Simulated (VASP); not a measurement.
# AlN in VASP: a series of runs

AlN is run at these levels: LDA; tasks: single point.

All numbers are computed with VASP 6.6.1; they aren't measurements. Logs are shortened: lines on timing, memory, paths and dates and some standing lists are left out, and cuts for length are marked.

**1. The cell of the first run**

Symmetry: I4/mmm, No. 139, tetragonal system. Conventional cell: a = 2.881 Å, b = 2.881 Å, c = 3.956 Å, α = 90.00°, β = 90.00°, γ = 90.00°. Al (site symmetry 4/mmm) has 6 N at 1.98 to 2.04 Å within 2.6 Å. N (site symmetry 4/mmm) has 6 Al at 1.98 to 2.04 Å within 2.6 Å.

**2. Single point, LDA (equal xx and yy strain of +3 %)**

INCAR

```
SYSTEM = AlN
PREC = Accurate ; ENCUT = 520
EDIFF = 1E-6 ; ISMEAR = -1
SIGMA = 0.02 ; LREAL = .False.
LASPH = .True. ; NELM = 80
ALGO = Normal ; ISIF = 2
LWAVE = .False. ; LCHARG = .False.
NBANDS = 11
```

KPOINTS

```
regular mesh
0
Gamma
  10 10 10
  0 0 0
```

POSCAR

```
AlN
1.0
    0.0000000000      2.0373400000      1.9780000000
    2.0373400000      0.0000000000      1.9780000000
    2.0373400000      2.0373400000      0.0000000000
Al N
1 1
Direct
    0.0000000000      0.0000000000      0.0000000000
    0.5000000000      0.5000000000      0.5000000000
```

Potentials or basis: VASP PAW LDA potentials, release 64 (Al, N).

The run is started by

```sh
> cat potpaw_LDA.64/Al/POTCAR potpaw_LDA.64/N/POTCAR > POTCAR
> mpirun -np 1 vasp_std > vasp.out
```

OUTCAR:

```text
SYSTEM = AlN
   PREC = Accurate
   ENCUT = 520
   EDIFF = 1E-6
   ISMEAR = -1
   LREAL = .False.
   LASPH = .True.
   NELM = 80
   ISIF = 2

 ion  position               nearest neighbor table
   1  0.000  0.000  0.000-   2 1.98   2 1.98   2 2.04   2 2.04   2 2.04   2 2.04
   2  0.500  0.500  0.500-   1 1.98   1 1.98   1 2.04   1 2.04   1 2.04   1 2.04

  LATTYP: Found a body centered tetragonal cell.
 ALAT       =     2.8812338592
 C/A-ratio  =     1.3730228761

  Lattice vectors:

 A1 = (   0.0000000000,  -2.0373400000,  -1.9780000000)
 A2 = (   0.0000000000,   2.0373400000,  -1.9780000000)
 A3 = (   2.0373400000,   0.0000000000,   1.9780000000)

Analysis of symmetry for initial positions (statically):
=====================================================================
 Subroutine PRICEL returns:
 Original cell was already a primitive cell.

 Routine SETGRP: Setting up the symmetry group for a
 body centered tetragonal supercell.

 Subroutine GETGRP returns: Found 16 space group operations
 (whereof 16 operations were pure point group operations)
 out of a pool of 16 trial point group operations.

The static configuration has the point symmetry D_4h.

Analysis of symmetry for dynamics (positions and initial velocities):
=====================================================================
 Subroutine PRICEL returns:
 Original cell was already a primitive cell.

 Routine SETGRP: Setting up the symmetry group for a
 body centered tetragonal supercell.

 Subroutine GETGRP returns: Found 16 space group operations
 (whereof 16 operations were pure point group operations)
 out of a pool of 16 trial point group operations.

The dynamic configuration has the point symmetry D_4h.

 Subroutine INISYM returns: Found 16 space group operations
 (whereof 16 operations are pure point group operations),
 and found     1 'primitive' translations

----------------------------------------------------------------------------------------

                                     Primitive cell

  volume of cell :      16.4204

  direct lattice vectors                    reciprocal lattice vectors
     0.000000000  2.037340000  1.978000000    -0.245418045  0.245418045  0.252780586
     2.037340000  0.000000000  1.978000000     0.245418045 -0.245418045  0.252780586
     2.037340000  2.037340000  0.000000000     0.245418045  0.245418045 -0.252780586

  length of vectors
     2.839584173  2.839584173  2.881233859     0.429369373  0.429369373  0.429369373

  position of ions in fractional coordinates (direct lattice)
     0.000000000  0.000000000  0.000000000
     0.500000000  0.500000000  0.500000000

  ion indices of the primitive-cell ions
   primitive index   ion index
                 1           1
                 2           2

----------------------------------------------------------------------------------------

 KPOINTS: regular mesh

Automatic generation of k-mesh.
 Grid dimensions read from file:
 generate k-points for:   10   10   10

 Generating k-lattice:

  Cartesian coordinates                     Fractional coordinates (reciprocal lattice)
    -0.024541805  0.024541805  0.025278059     0.100000000  0.000000000  0.000000000
     0.024541805 -0.024541805  0.025278059     0.000000000  0.100000000  0.000000000
     0.024541805  0.024541805 -0.025278059    -0.000000000 -0.000000000  0.100000000

  Length of vectors
     0.042936937  0.042936937  0.042936937

  Shift w.r.t. Gamma in fractional coordinates (k-lattice)
     0.000000000  0.000000000  0.000000000

 Subroutine IBZKPT returns following result:
 ===========================================

 Found    102 irreducible k-points:

 Following reciprocal coordinates:
            Coordinates               Weight
  0.000000  0.000000  0.000000      1.000000
  0.100000  0.000000  0.000000      8.000000
  0.200000  0.000000  0.000000      8.000000
  0.300000 -0.000000  0.000000      8.000000
  0.400000 -0.000000  0.000000      8.000000
  0.500000  0.000000  0.000000      4.000000
[... 16 lines left out ...]
  0.300000  0.300000  0.000000      2.000000
  0.400000  0.300000  0.000000      8.000000
 [... further k-points ...]
   k-points           NKPTS =    102   k-points in BZ     NKDIM =    102   number of bands    NBANDS=     11
   number of dos      NEDOS =    301   number of ions     NIONS =      2
   total plane-waves  NPLWV =  13824
   dimension x,y,z NGX =    24 NGY =   24 NGZ =   24
   dimension x,y,z NGXF=    48 NGYF=   48 NGZF=   48
   ions per type =               1   1
   NGX,Y,Z   is equivalent  to a cutoff of  14.05, 14.05, 13.85 a.u.
   NGXF,Y,Z  is equivalent  to a cutoff of  28.10, 28.10, 27.70 a.u.
 SYSTEM =  AlN
   PREC   = accura    normal or accurate (medium, high low for compatibility)
   ISTART =      0    job   : 0-new  1-cont  2-samecut
   ICHARG =      2    charge: 1-file 2-atom 10-const
   ISPIN  =      1    spin polarized calculation?
   LNONCOLLINEAR =      F non collinear calculations
   LSORBIT =      F    spin-orbit coupling
   LASPH  =      T    aspherical Exc in radial PAW
   ENCUT  =  520.0 eV  38.22 Ry    6.18 a.u.   5.28  5.28  5.36*2*pi/ulx,y,z
   NELM   =     80;   NELMIN=  2; NELMDL= -5     # of ELM steps
   EDIFF  = 0.1E-05   stopping-criterion for ELM
   LREAL  =      F    real-space projection
   EDIFFG = 0.1E-04   stopping-criterion for IOM
   NSW    =      0    number of steps for IOM
   IBRION =     -1    ionic relax: 0-MD 1-quasi-New 2-CG
   NFREE  =      0    steps in history (QN), initial steepest desc. (CG)
   ISIF   =      2    stress and relaxation
   ISYM   =      2    0-nonsym 1-usesym 2-fastsym
   POTIM  = 0.5000    time-step for ionic-motion
   TEBEG  =    0.0;   TEEND  =   0.0 temperature during run
   PSTRESS=    0.0 pullay stress
   NELECT =       8.0000    total number of electrons
   NUPDOWN=      -1.0000    fix difference up-down
   EMIN   =  10.00;   EMAX   =-10.00  energy-range for DOS
   EFERMI =   0.00;   METHOD = LEGACY
   ISMEAR =    -1;   SIGMA  =   0.02  broadening in eV -4-tet -1-fermi 0-gaus
   EFERMI_NEDOS =   21; number of points for ismear=-14 and -15
   IALGO  =     38    algorithm
   IMIX   =      4    mixing-type and parameters
     AMIX     =   0.40;   BMIX     =  1.00
     AMIX_MAG =   1.60;   BMIX_MAG =  1.00
  volume/ion in A,a.u.               =       8.21        55.41
  Fermi-wavevector in a.u.,A,eV,Ry     =   1.288181  2.434310 22.577665  1.659412
  Thomas-Fermi vector in A             =   2.420151
   LORBIT       =      0    0 simple, 1 ext, 2 COOP (PROOUT), +10 PAW based schemes
   GGA     = CA    functional components
   LHFCALC =     F    Hartree Fock is set to
   AEXX    =    0.0000 exact exchange contribution
   IVDW    =     0    specifies the selected vdW correction
   LEPSILON=     F    determine dielectric tensor
   LRPA    =     F    only Hartree local field effects (RPA)
 non-spin polarized calculation
  energy-cutoff  :      520.00
  volume of cell :       16.42
 maximum number of plane-waves:       455
 NGX is ok and might be reduce to    24
   NGX = 11   NGY = 11   NGZ = 11

 number of electron       8.0000000 magnetization

 Free energy of the ion-electron system (eV)
  ---------------------------------------------------
  ext. energy  EPLUGINS =         0.00000000
  ---------------------------------------------------
  free energy    TOTEN  =       -16.21884865 eV

  energy without entropy =      -16.21884865  energy(sigma->0) =      -16.21884865

 E-fermi :  10.3202     XC(G=0): -12.6022

 val. band max:        9.8641986763   @ k =   0.0000   0.0000   0.0000
 cond. band min:      14.1419765641   @ k =   0.5000   0.5000   0.0000
 fundamental gap:      4.2777778878
 Fermi energy:        10.3202479249

 k-point     1 :       0.0000    0.0000    0.0000
  band No.  band energies     occupation
      1      -7.6751      2.00000
      2       9.6414      2.00000
      3       9.8642      2.00000
      4       9.8642      2.00000
      5      15.6399      0.00000
      6      21.7145      0.00000
      7      21.7145      0.00000
      8      22.1086      0.00000
      9      26.9853      0.00000
     10      27.0893      0.00000
     11      27.9832      0.00000

 k-point     2 :       0.1000    0.0000    0.0000
  band No.  band energies     occupation
      1      -7.4665      2.00000
      2       8.7715      2.00000
      3       9.6202      2.00000
      4       9.7232      2.00000
      5      16.2363      0.00000
      6      20.9488      0.00000
      7      21.9996      0.00000
      8      22.2892      0.00000
      9      25.4638      0.00000
     10      26.1944      0.00000
     11      27.9415      0.00000

 k-point     3 :       0.2000    0.0000    0.0000
  band No.  band energies     occupation
      1      -6.8584      2.00000
      2       6.6382      2.00000
      3       9.3460      2.00000
      4       9.3834      2.00000
      5      16.8134      0.00000
      6      20.4901      0.00000
      7      22.0319      0.00000
      8      22.5812      0.00000
      9      25.1151      0.00000
     10      25.4314      0.00000
     11      27.2711      0.00000

 k-point     4 :       0.3000   -0.0000    0.0000
  band No.  band energies     occupation
      1      -5.9215      2.00000
      2       4.2884      2.00000
      3       9.0100      2.00000
      4       9.0487      2.00000
      5      16.4905      0.00000
      6      21.2225      0.00000
      7      21.4456      0.00000
      8      21.9411      0.00000
      9      26.3304      0.00000
     10      26.7632      0.00000
     11      26.8929      0.00000
[... 239 lines left out ...]
 k-point    22 :      -0.2000    0.2000    0.0000
  band No.  band energies     occupation
      1      -5.6556      2.00000
      2       5.0300      2.00000
      3       6.7499      2.00000
      4       9.0620      2.00000
      5      18.4069      0.00000
      6      19.8440      0.00000
      7      20.5118      0.00000
      8      21.9672      0.00000
      9      24.5326      0.00000
     10      28.6943      0.00000
     11      30.8096      0.00000

 k-point    23 :       0.3000    0.3000    0.0000
  band No.  band energies     occupation
      1      -5.2777      2.00000
      2       5.0026      2.00000
      3       7.6471      2.00000
      4       7.6471      2.00000
      5      16.2605      0.00000
      6      16.5894      0.00000
      7      21.7798      0.00000
      8      25.0692      0.00000
      9      25.0692      0.00000
     10      29.9195      0.00000
     11      33.7564      0.00000

 k-point    24 :       0.4000    0.3000    0.0000
  band No.  band energies     occupation
      1      -4.4754      2.00000
      2       3.9439      2.00000
      3       6.9067      2.00000
      4       7.3665      2.00000
      5      15.7544      0.00000
      6      16.4730      0.00000
      7      22.1654      0.00000
      8      25.0171      0.00000
      9      25.8356      0.00000
     10      31.3219      0.00000
     11      34.4999      0.00000

 [... further k-points ...]
[... 5 lines left out ...]
  --------------------------------------------------------------------------------------
  -------------------------------------------------------------------------------------
  Total       -0.6817470     -0.6817470      0.2240797      0.0000000      0.0000000      0.0000000
  in kB      -66.5197331    -66.5197331     21.8640080      0.0000000      0.0000000      0.0000000
  external PRESSURE =     -37.0584860 kB  Pullay stress =       0.0000000 kB

 VOLUME and BASIS-vectors are now :
 -----------------------------------------------------------------------------
  energy-cutoff  :      520.00
  volume of cell :       16.42
      direct lattice vectors                 reciprocal lattice vectors
     0.000000000  2.037340000  1.978000000    -0.245418045  0.245418045  0.252780586
     2.037340000  0.000000000  1.978000000     0.245418045 -0.245418045  0.252780586
     2.037340000  2.037340000  0.000000000     0.245418045  0.245418045 -0.252780586

 POSITION                                       TOTAL-FORCE (eV/Angst)
 -----------------------------------------------------------------------------------
      0.00000      0.00000      0.00000         0.000000      0.000000      0.000000
      2.03734      2.03734      1.97800        -0.000000      0.000000     -0.000000
 -----------------------------------------------------------------------------------
    total drift:                               -0.000000     -0.000000      0.000000

  FREE ENERGIE OF THE ION-ELECTRON SYSTEM (eV)
  ---------------------------------------------------
  free  energy   TOTEN  =       -16.2188486460 eV

  energy  without entropy=      -16.2188486460  energy(sigma->0) =      -16.21884865
```

Run time: 35 s. Hardware: 1 thread of Intel Xeon 8259CL, shared host; peak memory 0.1 GiB.

What came out:

- Free energy: -16.2188 eV
- Pressure: -3.7 GPa
- Band gap on the k mesh: 4.28 eV, indirect (least direct gap 5.78 eV)

Caveat: the cell differs from its parent crystal (equal xx and yy strain of +3 %). A k mesh can miss the band edges.

[end of part 1 of 2]
